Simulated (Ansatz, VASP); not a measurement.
**Two plane-wave programs on NaPbBr3**

The input INCAR:

```
PREC = Accurate
ENCUT = 520
EDIFF = 1E-6
ISMEAR = 0
SIGMA = 0.01
LREAL = False
LASPH = True
NELM = 100
ALGO = Normal
ISIF = 2
LWAVE = False
LCHARG = True
GGA = PE
LELF = True
LVHAR = True
NBANDS = 29
```

File KPOINTS:

```
regular mesh
0
Gamma
  4 4 4
```

POSCAR

```
NaPbBr3
1.0
    5.9098581565      0.0000000000      0.0000000000
    0.0000000000      5.9098581565      0.0000000000
    0.0000000000      0.0000000000      5.9098581565
Na Pb Br
1 1 3
Direct
    0.0000000000      0.0000000000      0.0000000000
    0.5000000000      0.5000000000      0.5000000000
    0.5000000000      0.5000000000      0.0000000000
    0.5000000000      0.0000000000      0.5000000000
    0.0000000000      0.5000000000      0.5000000000
```

Input for Ansatz:

```yaml
crystal:
  lattice:
    - [5.9098581565, 0.0, 0.0]
    - [0.0, 5.9098581565, 0.0]
    - [0.0, 0.0, 5.9098581565]
  atoms:
    - { symbol: Na, position: [0.0, 0.0, 0.0] }
    - { symbol: Pb, position: [0.5, 0.5, 0.5] }
    - { symbol: Br, position: [0.5, 0.5, 0.0] }
    - { symbol: Br, position: [0.5, 0.0, 0.5] }
    - { symbol: Br, position: [0.0, 0.5, 0.5] }
kpoints:
  mp_grid: { grid: [4, 4, 4] }
  band_path:
    path: [[0.0, 0.0, 0.0], [0.0, 0.5, 0.0], [0.5, 0.5, 0.0], [0.5, 0.5, 0.5]]
    npoints: 1
hamiltonian:
  xc: pbe
scf:
  occupations: { method: fixed }
  n_extra_bands: 5
output:
  forces: true
  stress: true
  eigenvalues: true
```

Alike in both runs: task single point; functional PBE; k mesh 4 × 4 × 4; no spin polarisation.

|  | VASP | Ansatz |
| --- | --- | --- |
| version | VASP 6.6.1 | Ansatz 0.2.0 |
| potentials or method | VASP PAW PBE potentials, release 64 (Na_pv, Pb_d, Br) | plane waves, PAW |
| plane-wave cutoff (eV) | 520 | 420 |
| occupations | gaussian, width 0.01 eV | fixed |
| valence electrons in the cell | 42 | 44 |

Ansatz gave:

| Quantity | Value |
| --- | --- |
| gap on the k mesh at the Fermi level (eV) | 1.56 |
| pressure (GPa) | 0.5 |

Problem. Estimate VASP's values.

Solution. gap on the k mesh at the Fermi level (eV): 1.57; pressure (GPa): 0.4.

VASP's potentials hold 42 valence electrons a cell and Ansatz's 44, so a difference there can come from the potentials and not from the codes.

Neither program's run includes spin-orbit coupling.
